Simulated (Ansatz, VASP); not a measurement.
## Rh in VASP and in Ansatz

```
CELL_PARAMETERS angstrom
2.65785 0.00000 0.00000
-1.32892 2.30176 0.00000
0.00000 0.00000 8.65523
ATOMIC_POSITIONS crystal
Rh 0.00000 0.00000 0.00000
Rh 0.33333 0.66667 0.25000
Rh 0.00000 0.00000 0.50000
Rh 0.66667 0.33333 0.75000
```

Alike in both runs: functional LDA; k mesh 9 × 9 × 3; no spin polarisation.

Ansatz relaxed the structure, and its values are those at the end. VASP's run is a single point on that final structure, the one shown.

```csv
,VASP,Ansatz
version,VASP 6.6.1,Ansatz 0.2.0
potentials or method,"VASP PAW LDA potentials, release 64 (Rh_pv), cutoff 520 eV","plane waves, PAW"
occupations,"methfessel-paxton of order 1, width 0.1 eV",cold
valence electrons in the cell,60,68
```

Ansatz gave:

```
pressure (GPa) : 0.0
```

Task: Estimate VASP's values.

Result: Pressure (GPa): 0.9.

LDA's correlation is that of Perdew and Zunger in VASP and of Perdew and Wang (1992) in Ansatz. VASP's potentials hold 60 valence electrons a cell and Ansatz's 68, so a difference there can come from the potentials and not from the codes.
